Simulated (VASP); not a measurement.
# Al (Fm-3m) in VASP: further runs

Al is run at these levels: PBEsol; tasks: single point, relaxation of cell and atoms.

Everything below comes from runs of VASP 6.6.1. Logs are shortened: lines on timing, memory, paths and dates and some standing lists are left out, and cuts for length are marked.

### 1 The cell of the first run

The structure is cubic, space group Fm-3m (No. 225). The conventional cell has a = 4.015 Å, b = 4.015 Å, c = 4.015 Å, α = 90.00°, β = 90.00°, γ = 90.00°. Within 3.7 Å of Al (site symmetry m-3m) lie 12 Al at 2.84 Å.

### 2 Single point, PBEsol

Contents of INCAR:

```
PREC = Accurate
ENCUT = 520
EDIFF = 1E-6
ISMEAR = 0
SIGMA = 0.1
LREAL = F
LASPH = T
NELM = 80
ALGO = Fast
ISIF = 2
LWAVE = F
LCHARG = F
GGA = PS
NBANDS = 8
```

Contents of KPOINTS:

```
regular mesh
0
Gamma
  18 18 18
```

Contents of POSCAR:

```
Al
1.0
    0.0000000000      2.0077175612      2.0077175612
    2.0077175612      0.0000000000      2.0077175612
    2.0077175612      2.0077175612      0.0000000000
Al
1
Direct
    0.0000000000      0.0000000000      0.0000000000
```

Potentials or basis: VASP PAW PBE potentials, release 64 (Al).

Run with:

```console
$ cat potpaw_PBE.64/Al/POTCAR > POTCAR
$ mpirun -np 1 vasp_std > vasp.out
```

OUTCAR:

```text
PREC = Accurate
   ENCUT = 520
   EDIFF = 1E-6
   ISMEAR = 0
   LREAL = F
   LASPH = T
   NELM = 80
   ISIF = 2
   GGA = PS

 ion  position               nearest neighbor table
   1  0.000  0.000  0.000-

  LATTYP: Found a face centered cubic cell.
 ALAT       =     4.0154351224

  Lattice vectors:

 A1 = (   0.0000000000,   2.0077175612,   2.0077175612)
 A2 = (   2.0077175612,   0.0000000000,   2.0077175612)
 A3 = (   2.0077175612,   2.0077175612,   0.0000000000)

Analysis of symmetry for initial positions (statically):
=====================================================================
 Subroutine PRICEL returns:
 Original cell was already a primitive cell.

 Routine SETGRP: Setting up the symmetry group for a
 face centered cubic supercell.

 Subroutine GETGRP returns: Found 48 space group operations
 (whereof 48 operations were pure point group operations)
 out of a pool of 48 trial point group operations.

The static configuration has the point symmetry O_h .

Analysis of symmetry for dynamics (positions and initial velocities):
=====================================================================
 Subroutine PRICEL returns:
 Original cell was already a primitive cell.

 Routine SETGRP: Setting up the symmetry group for a
 face centered cubic supercell.

 Subroutine GETGRP returns: Found 48 space group operations
 (whereof 48 operations were pure point group operations)
 out of a pool of 48 trial point group operations.

The dynamic configuration has the point symmetry O_h .

 Subroutine INISYM returns: Found 48 space group operations
 (whereof 48 operations are pure point group operations),
 and found     1 'primitive' translations

----------------------------------------------------------------------------------------

                                     Primitive cell

  volume of cell :      16.1859

  direct lattice vectors                    reciprocal lattice vectors
     0.000000000  2.007717561  2.007717561    -0.249039013  0.249039013  0.249039013
     2.007717561  0.000000000  2.007717561     0.249039013 -0.249039013  0.249039013
     2.007717561  2.007717561  0.000000000     0.249039013  0.249039013 -0.249039013

  length of vectors
     2.839341404  2.839341404  2.839341404     0.431348224  0.431348224  0.431348224

  position of ions in fractional coordinates (direct lattice)
     0.000000000  0.000000000  0.000000000

  ion indices of the primitive-cell ions
   primitive index   ion index
                 1           1

----------------------------------------------------------------------------------------

 KPOINTS: regular mesh

Automatic generation of k-mesh.
 Grid dimensions read from file:
 generate k-points for:   18   18   18

 Generating k-lattice:

  Cartesian coordinates                     Fractional coordinates (reciprocal lattice)
    -0.013835501  0.013835501  0.013835501     0.055555556  0.000000000  0.000000000
     0.013835501 -0.013835501  0.013835501     0.000000000  0.055555556  0.000000000
     0.013835501  0.013835501 -0.013835501     0.000000000  0.000000000  0.055555556

  Length of vectors
     0.023963790  0.023963790  0.023963790

  Shift w.r.t. Gamma in fractional coordinates (k-lattice)
     0.000000000  0.000000000  0.000000000

 Subroutine IBZKPT returns following result:
 ===========================================

 Found    195 irreducible k-points:

 Following reciprocal coordinates:
            Coordinates               Weight
  0.000000  0.000000  0.000000      1.000000
  0.055556  0.000000  0.000000      8.000000
  0.111111  0.000000  0.000000      8.000000
  0.166667  0.000000  0.000000      8.000000
  0.222222  0.000000  0.000000      8.000000
  0.277778  0.000000  0.000000      8.000000
[... 16 lines left out ...]
 -0.277778  0.055556  0.000000     24.000000
 -0.222222  0.055556  0.000000     24.000000
 [... further k-points ...]
   k-points           NKPTS =    195   k-points in BZ     NKDIM =    195   number of bands    NBANDS=      8
   number of dos      NEDOS =    301   number of ions     NIONS =      1
   total plane-waves  NPLWV =  13824
   dimension x,y,z NGX =    24 NGY =   24 NGZ =   24
   dimension x,y,z NGXF=    48 NGYF=   48 NGZF=   48
   ions per type =               1
   NGX,Y,Z   is equivalent  to a cutoff of  14.05, 14.05, 14.05 a.u.
   NGXF,Y,Z  is equivalent  to a cutoff of  28.10, 28.10, 28.10 a.u.
 SYSTEM =  unknown system
   PREC   = accura    normal or accurate (medium, high low for compatibility)
   ISTART =      0    job   : 0-new  1-cont  2-samecut
   ICHARG =      2    charge: 1-file 2-atom 10-const
   ISPIN  =      1    spin polarized calculation?
   LNONCOLLINEAR =      F non collinear calculations
   LSORBIT =      F    spin-orbit coupling
   LASPH  =      T    aspherical Exc in radial PAW
   ENCUT  =  520.0 eV  38.22 Ry    6.18 a.u.   5.28  5.28  5.28*2*pi/ulx,y,z
   NELM   =     80;   NELMIN=  2; NELMDL= -5     # of ELM steps
   EDIFF  = 0.1E-05   stopping-criterion for ELM
   LREAL  =      F    real-space projection
   EDIFFG = 0.1E-04   stopping-criterion for IOM
   NSW    =      0    number of steps for IOM
   IBRION =     -1    ionic relax: 0-MD 1-quasi-New 2-CG
   NFREE  =      0    steps in history (QN), initial steepest desc. (CG)
   ISIF   =      2    stress and relaxation
   ISYM   =      2    0-nonsym 1-usesym 2-fastsym
   POTIM  = 0.5000    time-step for ionic-motion
   TEBEG  =    0.0;   TEEND  =   0.0 temperature during run
   PSTRESS=    0.0 pullay stress
   NELECT =       3.0000    total number of electrons
   NUPDOWN=      -1.0000    fix difference up-down
   EMIN   =  10.00;   EMAX   =-10.00  energy-range for DOS
   EFERMI =   0.00;   METHOD = LEGACY
   ISMEAR =     0;   SIGMA  =   0.10  broadening in eV -4-tet -1-fermi 0-gaus
   EFERMI_NEDOS =   21; number of points for ismear=-14 and -15
   IALGO  =     68    algorithm
   IMIX   =      4    mixing-type and parameters
     AMIX     =   0.40;   BMIX     =  1.00
     AMIX_MAG =   1.60;   BMIX_MAG =  1.00
  volume/ion in A,a.u.               =      16.19       109.23
  Fermi-wavevector in a.u.,A,eV,Ry     =   0.933403  1.763876 11.853961  0.871242
  Thomas-Fermi vector in A             =   2.060101
   LORBIT       =      0    0 simple, 1 ext, 2 COOP (PROOUT), +10 PAW based schemes
   GGA     = PS    functional components
   LHFCALC =     F    Hartree Fock is set to
   AEXX    =    0.0000 exact exchange contribution
   IVDW    =     0    specifies the selected vdW correction
   LEPSILON=     F    determine dielectric tensor
   LRPA    =     F    only Hartree local field effects (RPA)
 non-spin polarized calculation
 RMM-DIIS sequential band-by-band and
 Gauss-broadening in eV      SIGMA  =   0.10
  energy-cutoff  :      520.00
  volume of cell :       16.19
 maximum number of plane-waves:       448
 NGX is ok and might be reduce to    24
   NGX = 11   NGY = 11   NGZ = 11

 number of electron       3.0000000 magnetization

 Free energy of the ion-electron system (eV)
  ---------------------------------------------------
  ext. energy  EPLUGINS =         0.00000000
  ---------------------------------------------------
  free energy    TOTEN  =        -4.09067893 eV

  energy without entropy =       -4.08769127  energy(sigma->0) =       -4.08918510

 E-fermi :   8.1419     XC(G=0): -10.3270

 val. band max:        8.1276139473   @ k =  -0.2778   0.2778   0.0556
 cond. band min:       8.1505580577   @ k =  -0.4444   0.3333   0.1111
 fundamental gap:      0.0229441104
 Fermi energy:         8.1419280643

 k-point     1 :       0.0000    0.0000    0.0000
  band No.  band energies     occupation
      1      -3.1117      2.00000
      2      20.8530      0.00000
      3      20.8530      0.00000
      4      20.8530      0.00000
      5      22.4907      0.00000
      6      22.4907      0.00000
      7      22.4907      0.00000
      8      24.7763      0.00000

 k-point     2 :       0.0556    0.0000    0.0000
  band No.  band energies     occupation
      1      -3.0268      2.00000
      2      19.3517      0.00000
      3      20.5593      0.00000
      4      20.5593      0.00000
      5      22.9174      0.00000
      6      22.9174      0.00000
      7      23.0385      0.00000
      8      25.6698      0.00000

 k-point     3 :       0.1111    0.0000    0.0000
  band No.  band energies     occupation
      1      -2.7722      2.00000
      2      17.1145      0.00000
      3      20.0603      0.00000
      4      20.0603      0.00000
      5      23.0901      0.00000
      6      23.7873      0.00000
      7      23.7873      0.00000
      8      26.2129      0.00000

 k-point     4 :       0.1667    0.0000    0.0000
  band No.  band energies     occupation
      1      -2.3490      2.00000
      2      14.8574      0.00000
      3      19.6192      0.00000
      4      19.6192      0.00000
      5      22.9201      0.00000
      6      24.3899      0.00000
      7      24.3899      0.00000
      8      25.5642      0.00000

 k-point     5 :       0.2222    0.0000    0.0000
  band No.  band energies     occupation
      1      -1.7586      2.00000
      2      12.6756      0.00000
      3      19.2934      0.00000
      4      19.2934      0.00000
      5      22.7437      0.00000
      6      23.5759      0.00000
      7      23.5759      0.00000
      8      26.5422      0.00000
[... 177 lines left out ...]
 k-point    22 :      -0.3333    0.0556    0.0000
  band No.  band energies     occupation
      1       0.3295      2.00000
      2       8.0970      1.47516
      3      17.3597      0.00000
      4      20.2548      0.00000
      5      20.3136      0.00000
      6      21.7622      0.00000
      7      23.3274      0.00000
      8      26.2309      0.00000

 k-point    23 :      -0.2778    0.0556    0.0000
  band No.  band energies     occupation
      1      -0.6411      2.00000
      2      10.0008      0.00000
      3      17.3777      0.00000
      4      20.2838      0.00000
      5      21.1729      0.00000
      6      22.6322      0.00000
      7      23.2820      0.00000
      8      27.0286      0.00000

 k-point    24 :      -0.2222    0.0556    0.0000
  band No.  band energies     occupation
      1      -1.4504      2.00000
      2      12.0289      0.00000
      3      17.5410      0.00000
      4      20.4194      0.00000
      5      22.1781      0.00000
      6      23.2605      0.00000
      7      23.7028      0.00000
      8      25.9136      0.00000

 [... further k-points ...]
[... 5 lines left out ...]
  --------------------------------------------------------------------------------------
  -------------------------------------------------------------------------------------
  Total        0.0039685      0.0039685      0.0039685      0.0000000      0.0000000     -0.0000000
  in kB        0.3928234      0.3928234      0.3928234      0.0000000      0.0000000     -0.0000000
  external PRESSURE =       0.3928234 kB  Pullay stress =       0.0000000 kB

 VOLUME and BASIS-vectors are now :
 -----------------------------------------------------------------------------
  energy-cutoff  :      520.00
  volume of cell :       16.19
      direct lattice vectors                 reciprocal lattice vectors
     0.000000000  2.007717561  2.007717561    -0.249039013  0.249039013  0.249039013
     2.007717561  0.000000000  2.007717561     0.249039013 -0.249039013  0.249039013
     2.007717561  2.007717561  0.000000000     0.249039013  0.249039013 -0.249039013

 POSITION                                       TOTAL-FORCE (eV/Angst)
 -----------------------------------------------------------------------------------
      0.00000      0.00000      0.00000         0.000000      0.000000      0.000000
 -----------------------------------------------------------------------------------
    total drift:                                0.000000      0.000000     -0.000000

  FREE ENERGIE OF THE ION-ELECTRON SYSTEM (eV)
  ---------------------------------------------------
  free  energy   TOTEN  =        -4.0906789297 eV

  energy  without entropy=       -4.0876912658  energy(sigma->0) =       -4.08918510
```

Run time: 21 s. Hardware: 1 thread of AMD EPYC 7R13 (Zen 3), shared host; peak memory 0.11 GiB.

Results:

- Free energy: -4.0907 eV
- Pressure: 0.0 GPa

Caveat: the PAW data sets were made with another functional, which shifts forces and pressure a little.

### 3 Relaxation of cell and atoms, PBEsol

This run uses another cell than the first one, of 16.50 Å³/atom, 1.020 times its volume.

Contents of INCAR:

```
SYSTEM = Al
PREC = Accurate
ENCUT = 600
EDIFF = 1E-7
ISMEAR = 0
SIGMA = 0.1
LREAL = .False.
LASPH = .True.
NELM = 100
ALGO = Normal
ISIF = 3
LWAVE = .False.
LCHARG = .False.
GGA = PS
IBRION = 2
NSW = 70
EDIFFG = -0.005
```

Contents of KPOINTS:

```
regular mesh
0
Gamma
  18 18 18
  0 0 0
```

Contents of POSCAR:

```
Al
1.0
    0.0000000000      2.0207284053      2.0207284053
    2.0207284053      0.0000000000      2.0207284053
    2.0207284053      2.0207284053      0.0000000000
Al
1
Direct
    0.0000000000      0.0000000000      0.0000000000
```

Potentials or basis: VASP PAW PBE potentials, release 64 (Al).

Run with:

```console
$ cat potpaw_PBE.64/Al/POTCAR > POTCAR
$ mpirun -np 1 vasp_std > vasp.out
```

Run time: 22 s. Hardware: 1 thread of AMD EPYC 7R13 (Zen 3), shared host; peak memory 0.12 GiB.

Results (log left out):

| Quantity | Value |
| --- | --- |
| Free energy | -4.0908 eV |
| Relaxed volume | 16.19 Å³/atom |
| Relaxed cell | a = 2.840 Å, b = 2.840 Å, c = 2.840 Å, α = 60.00°, β = 60.00°, γ = 60.00° |
| Space group after relaxing (to 0.05 Å) | Fm-3m (No. 225) |
| Energy gained by relaxing | 1.4 meV/atom |
| Ionic steps | 3 |
| Pressure after relaxing | 0.0 GPa |

The path:
```
step  energy change (eV)  largest force (eV/Å)  pressure (GPa)  volume (Å³)
   1              0.0000                0.0000           -1.46        16.50
   2             -0.0014                0.0000            0.24        16.15
   3             -0.0014                0.0000            0.00        16.19
```

Final structure:
```yaml
crystal:
  lattice:
    - [0.00000, 2.00803, 2.00803]
    - [2.00803, 0.00000, 2.00803]
    - [2.00803, 2.00803, 0.00000]
  atoms:
    - { symbol: Al, position: [0.00000, 0.00000, 0.00000] }
```

Levels at points of the mesh, in eV from the Fermi level:
```
           k point  band 1  band 2  band 3  band 4  band 5
(0.00, 0.00, 0.00)  -11.25   12.71   12.71   12.71   14.34
(0.50, 0.00, 0.00)   -4.66   -4.39   11.53   11.53   11.60
(0.50, 0.50, 0.00)   -2.95   -1.60    5.27    5.68    5.68
```

Caveat: the PAW data sets were made with another functional, which shifts forces and pressure a little.
